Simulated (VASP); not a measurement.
# AlNi (Cmmm) in VASP: relaxation of volume and atoms at fixed shape with PBEsol

Aim: the relaxation of volume and atoms at fixed shape of AlNi with PBEsol.

Program: VASP 6.6.1. These are calculated values, not measurements. Logs are shortened: lines on timing, memory, paths and dates and some standing lists are left out, and cuts for length are marked.

**1. The cell of the first run**

It takes space group Cmmm (No. 65, orthorhombic). The conventional cell has a = 3.877 Å, b = 3.906 Å, c = 3.099 Å, α = 90.00°, β = 90.00°, γ = 90.00°. Within 3.3 Å of Al (site symmetry mmm) lie 8 Ni at 2.48 to 2.49 Å and 6 Al at 2.75 to 3.10 Å. Ni (site symmetry mmm) has 8 Al at 2.48 to 2.49 Å and 6 Ni at 2.75 to 3.10 Å within 3.3 Å.

**2. Relaxation of volume and atoms at fixed shape, PBEsol, collinear spin, ferromagnetic start**

INCAR reads:

```
PREC = Accurate
ENCUT = 600
EDIFF = 1E-6
ISMEAR = -1
SIGMA = 0.1
LREAL = False
LASPH = True
NELM = 150
ALGO = Normal
ISIF = 8
LWAVE = False
LCHARG = False
ISPIN = 2
MAGMOM = 0 1
LORBIT = 11
LMAXMIX = 4
GGA = PS
IBRION = 2
NSW = 80
EDIFFG = -0.02
```

KPOINTS reads:

```
regular mesh
0
Gamma
  11 11 10
```

POSCAR reads:

```
AlNi
1.0
    2.7519970000      0.0000000000      0.0000000000
   -0.0205005762      2.7519206410      0.0000000000
    0.0000000000      0.0000000000      3.0994300000
Al Ni
1 1
Direct
    0.0000000000      0.0000000000      0.0000000000
    0.5000000000      0.5000000000      0.5000000000
```

Potentials or basis: VASP PAW PBE potentials, release 64 (Al, Ni).

Run with:

```sh
cat potpaw_PBE.64/Al/POTCAR potpaw_PBE.64/Ni/POTCAR > POTCAR
mpirun -np 1 vasp_std > vasp.out
```

OUTCAR:

```text
PREC = Accurate
   ENCUT = 600
   EDIFF = 1E-6
   ISMEAR = -1
   LREAL = False
   LASPH = True
   NELM = 150
   ISIF = 8
   ISPIN = 2
   LORBIT = 11
   GGA = PS
   IBRION = 2
   NSW = 80
   EDIFFG = -0.02

 ion  position               nearest neighbor table
   1  0.000  0.000  0.000-   2 2.48   2 2.48   2 2.48   2 2.48   2 2.49   2 2.49   2 2.49   2 2.49

   2  0.500  0.500  0.500-   1 2.48   1 2.48   1 2.48   1 2.48   1 2.49   1 2.49   1 2.49   1 2.49

  LATTYP: Found a base centered orthorhombic cell.
 ALAT       =     3.8773882869
 B/A-ratio  =     1.0074772996
 C/A-ratio  =     0.7993602318

  Lattice vectors:

 A1 = (   2.7519970000,   0.0000000000,   0.0000000000)
 A2 = (  -0.0205005762,   2.7519206410,   0.0000000000)
 A3 = (   0.0000000000,   0.0000000000,   3.0994300000)

Analysis of symmetry for initial positions (statically):
=====================================================================
 Subroutine PRICEL returns:
 Original cell was already a primitive cell.

 Routine SETGRP: Setting up the symmetry group for a
 base centered orthorhombic supercell.

 Subroutine GETGRP returns: Found  8 space group operations
 (whereof  8 operations were pure point group operations)
 out of a pool of  8 trial point group operations.

The static configuration has the point symmetry D_2h.

Analysis of symmetry for dynamics (positions and initial velocities):
=====================================================================
 Subroutine PRICEL returns:
 Original cell was already a primitive cell.

 Routine SETGRP: Setting up the symmetry group for a
 base centered orthorhombic supercell.

 Subroutine GETGRP returns: Found  8 space group operations
 (whereof  8 operations were pure point group operations)
 out of a pool of  8 trial point group operations.

The dynamic configuration has the point symmetry D_2h.

Analysis of structural, dynamic, and magnetic symmetry:
=====================================================================
 Subroutine PRICEL returns:
 Original cell was already a primitive cell.

 Routine SETGRP: Setting up the symmetry group for a
 base centered orthorhombic supercell.

 Subroutine GETGRP returns: Found  8 space group operations
 (whereof  8 operations were pure point group operations)
 out of a pool of  8 trial point group operations.

The overall configuration has the point symmetry D_2h.

 Subroutine INISYM returns: Found  8 space group operations
 (whereof  8 operations are pure point group operations),
 and found     1 'primitive' translations

----------------------------------------------------------------------------------------

                                     Primitive cell

  volume of cell :      23.4728

  direct lattice vectors                    reciprocal lattice vectors
     2.751997000  0.000000000  0.000000000     0.363372489  0.002706962  0.000000000
    -0.020500576  2.751920641  0.000000000     0.000000000  0.363382572  0.000000000
     0.000000000  0.000000000  3.099430000     0.000000000  0.000000000  0.322639969

  length of vectors
     2.751997000  2.751997000  3.099430000     0.363382572  0.363382572  0.322639969

  position of ions in fractional coordinates (direct lattice)
     0.000000000  0.000000000  0.000000000
     0.500000000  0.500000000  0.500000000

  ion indices of the primitive-cell ions
   primitive index   ion index
                 1           1
                 2           2

----------------------------------------------------------------------------------------

 KPOINTS: regular mesh

Automatic generation of k-mesh.
 Grid dimensions read from file:
 generate k-points for:   11   11   10

 Generating k-lattice:

  Cartesian coordinates                     Fractional coordinates (reciprocal lattice)
     0.033033863  0.000246087  0.000000000     0.090909091 -0.000000000  0.000000000
     0.000000000  0.033034779  0.000000000     0.000000000  0.090909091  0.000000000
     0.000000000  0.000000000  0.032263997     0.000000000  0.000000000  0.100000000

  Length of vectors
     0.033034779  0.033034779  0.032263997

  Shift w.r.t. Gamma in fractional coordinates (k-lattice)
     0.000000000  0.000000000  0.000000000

 Subroutine IBZKPT returns following result:
 ===========================================

 Found    216 irreducible k-points:

 Following reciprocal coordinates:
            Coordinates               Weight
  0.000000  0.000000  0.000000      1.000000
  0.090909 -0.000000  0.000000      4.000000
  0.181818  0.000000  0.000000      4.000000
  0.272727 -0.000000  0.000000      4.000000
  0.363636 -0.000000  0.000000      4.000000
  0.454545  0.000000  0.000000      4.000000
[... 16 lines left out ...]
 -0.272727  0.181818  0.000000      4.000000
 -0.181818  0.181818  0.000000      2.000000
 [... further k-points ...]
   k-points           NKPTS =    216   k-points in BZ     NKDIM =    216   number of bands    NBANDS=     11
   number of dos      NEDOS =    301   number of ions     NIONS =      2
   total plane-waves  NPLWV =  16128
   dimension x,y,z NGX =    24 NGY =   24 NGZ =   28
   dimension x,y,z NGXF=    48 NGYF=   48 NGZF=   56
   ions per type =               1   1
   NGX,Y,Z   is equivalent  to a cutoff of  14.50, 14.50, 15.02 a.u.
   NGXF,Y,Z  is equivalent  to a cutoff of  29.00, 29.00, 30.04 a.u.
 SYSTEM =  unknown system
   PREC   = accura    normal or accurate (medium, high low for compatibility)
   ISTART =      0    job   : 0-new  1-cont  2-samecut
   ICHARG =      2    charge: 1-file 2-atom 10-const
   ISPIN  =      2    spin polarized calculation?
   LNONCOLLINEAR =      F non collinear calculations
   LSORBIT =      F    spin-orbit coupling
   LASPH  =      T    aspherical Exc in radial PAW
   ENCUT  =  600.0 eV  44.10 Ry    6.64 a.u.   5.50  5.50  6.19*2*pi/ulx,y,z
   NELM   =    150;   NELMIN=  2; NELMDL= -5     # of ELM steps
   EDIFF  = 0.1E-05   stopping-criterion for ELM
   LREAL  =      F    real-space projection
   EDIFFG = -.2E-01   stopping-criterion for IOM
   NSW    =     80    number of steps for IOM
   IBRION =      2    ionic relax: 0-MD 1-quasi-New 2-CG
   NFREE  =      1    steps in history (QN), initial steepest desc. (CG)
   ISIF   =      8    stress and relaxation
   ISYM   =      2    0-nonsym 1-usesym 2-fastsym
   POTIM  = 0.5000    time-step for ionic-motion
   TEBEG  =    0.0;   TEEND  =   0.0 temperature during run
   PSTRESS=    0.0 pullay stress
   NELECT =      13.0000    total number of electrons
   NUPDOWN=      -1.0000    fix difference up-down
   EMIN   =  10.00;   EMAX   =-10.00  energy-range for DOS
   EFERMI =   0.00;   METHOD = LEGACY
   ISMEAR =    -1;   SIGMA  =   0.10  broadening in eV -4-tet -1-fermi 0-gaus
   EFERMI_NEDOS =   21; number of points for ismear=-14 and -15
   IALGO  =     38    algorithm
   IMIX   =      4    mixing-type and parameters
     AMIX     =   0.40;   BMIX     =  1.00
     AMIX_MAG =   1.60;   BMIX_MAG =  1.00
  volume/ion in A,a.u.               =      11.74        79.20
  Fermi-wavevector in a.u.,A,eV,Ry     =   1.344417  2.540580 24.591953  1.807458
  Thomas-Fermi vector in A             =   2.472412
   LORBIT       =     11    0 simple, 1 ext, 2 COOP (PROOUT), +10 PAW based schemes
   GGA     = PS    functional components
   LHFCALC =     F    Hartree Fock is set to
   AEXX    =    0.0000 exact exchange contribution
   IVDW    =     0    specifies the selected vdW correction
   LEPSILON=     F    determine dielectric tensor
   LRPA    =     F    only Hartree local field effects (RPA)
 conjugate gradient relaxation of ions
 spin polarized calculation
  energy-cutoff  :      600.00
  volume of cell :       23.47
 maximum number of plane-waves:       805
 NGX is ok and might be reduce to    24
   NGX = 11   NGY = 11   NGZ = 13

--------------------------------------- Ionic step        1  -------------------------------------------

 number of electron      13.0000001 magnetization       0.0007039

 number of electron      13.0000001 magnetization      -0.0002010

 Free energy of the ion-electron system (eV)
  ---------------------------------------------------
  ext. energy  EPLUGINS =         0.00000000
  ---------------------------------------------------
  free energy    TOTEN  =       -11.55672019 eV

  energy without entropy =      -11.52774911  energy(sigma->0) =      -11.54223465

------------------------ aborting loop because EDIFF is reached ----------------------------------------

  FORCE on cell =-STRESS in cart. coord.  units (eV):
  Direction    XX          YY          ZZ          XY          YZ          ZX
  --------------------------------------------------------------------------------------
  -------------------------------------------------------------------------------------
  Total        0.3981439      0.3999638     -0.5174745      0.1221433      0.0000000      0.0000000
  in kB       27.1759659     27.3001810    -35.3210685      8.3370906      0.0000000      0.0000000
  external PRESSURE =       6.3850261 kB  Pullay stress =       0.0000000 kB
[... 61 lines left out ...]
--------------------------------------- Ionic step        3  -------------------------------------------

 number of electron      13.0000000 magnetization       0.0000021

 number of electron      13.0000000 magnetization      -0.0000057

 Free energy of the ion-electron system (eV)
  ---------------------------------------------------
  ext. energy  EPLUGINS =         0.00000000
  ---------------------------------------------------
  free energy    TOTEN  =       -11.55683641 eV

  energy without entropy =      -11.52775045  energy(sigma->0) =      -11.54229343

 E-fermi :  10.1224     XC(G=0): -12.2430

 val. band max:       10.1099329552   @ k =   0.3636  -0.0000   0.0000
 cond. band min:      10.1285376425   @ k =  -0.4545   0.2727   0.3000
 fundamental gap:      0.0186046873
 Fermi energy:        10.1223840393

 spin component 1

 k-point     1 :       0.0000    0.0000    0.0000
  band No.  band energies     occupation
      1      -1.1538      1.00000
      2       6.6834      1.00000
      3       6.8190      1.00000
      4       8.4385      1.00000
      5       8.4578      1.00000
      6       8.7460      1.00000
      7      13.0363      0.00000
      8      17.1302      0.00000
      9      17.1737      0.00000
     10      17.2718      0.00000
     11      18.7596      0.00000
[... 309 lines left out ...]
 k-point    24 :      -0.1818    0.1818    0.0000
  band No.  band energies     occupation
      1       0.1440      1.00000
      2       6.9182      1.00000
      3       6.9788      1.00000
      4       8.0272      1.00000
      5       8.2112      1.00000
      6       8.2341      1.00000
      7      12.9804      0.00000
      8      14.5254      0.00000
      9      14.8616      0.00000
     10      18.3249      0.00000
     11      24.8752      0.00000

 [... further k-points ...]

 spin component 2

 k-point     1 :       0.0000    0.0000    0.0000
  band No.  band energies     occupation
      1      -1.1538      1.00000
      2       6.6834      1.00000
      3       6.8190      1.00000
      4       8.4385      1.00000
      5       8.4578      1.00000
      6       8.7460      1.00000
      7      13.0363      0.00000
      8      17.1302      0.00000
      9      17.1737      0.00000
     10      17.2718      0.00000
     11      18.7596      0.00000
[... 351 lines left out ...]
  FREE ENERGIE OF THE ION-ELECTRON SYSTEM (eV)
  ---------------------------------------------------
  free  energy   TOTEN  =       -11.5568364145 eV

  energy  without entropy=      -11.5277504476  energy(sigma->0) =      -11.54229343

 reached required accuracy - stopping structural energy minimisation

 total charge

# of ion       s       p       d       tot
------------------------------------------
    1        0.386   0.422   0.000   0.808
    2        0.488   0.536   8.475   9.500
--------------------------------------------------
tot          0.875   0.958   8.475  10.308

 magnetization (x)

# of ion       s       p       d       tot
------------------------------------------
    1       -0.000  -0.000   0.000  -0.000
    2        0.000   0.000   0.000   0.000
--------------------------------------------------
tot          0.000   0.000   0.000   0.000
```

Wall time 80 s (1 thread of Intel Xeon 6975P-C (Granite Rapids), shared host); peak memory 0.25 GiB.

Results:

- Free energy: -11.5568 eV
- Relaxed volume: 11.77 Å³/atom
- Relaxed cell: a = 2.755 Å, b = 2.755 Å, c = 3.102 Å, α = 90.00°, β = 90.00°, γ = 90.43°
- Space group after relaxing (to 0.1 Å): P4/mmm (No. 123)
- Energy gained by relaxing: 0.1 meV/atom
- Ionic steps: 3
- Pressure after relaxing: 0.0 GPa
- Net moment: 0.00 μB per cell
- Valence electrons inside the program's atomic spheres: Al 0.81; Ni 9.50

The path:
```tsv
step	energy change (eV)	largest force (eV/Å)	pressure (GPa)	volume (Å³)
1	0.0000	0.0000	0.64	23.47
2	0.0001	0.0000	-0.63	23.63
3	-0.0001	0.0000	0.01	23.54
```

Final structure:
```yaml
crystal:
  lattice:
    - [2.75468, 0.00000, 0.00000]
    - [-0.02052, 2.75460, 0.00000]
    - [0.00000, 0.00000, 3.10245]
  atoms:
    - { symbol: Al, position: [0.00000, 0.00000, 0.00000] }
    - { symbol: Ni, position: [0.50000, 0.50000, 0.50000] }
```

Caveat: the moments typed at the start vanished in this run; the PAW data sets were made with another functional, which shifts forces and pressure a little.
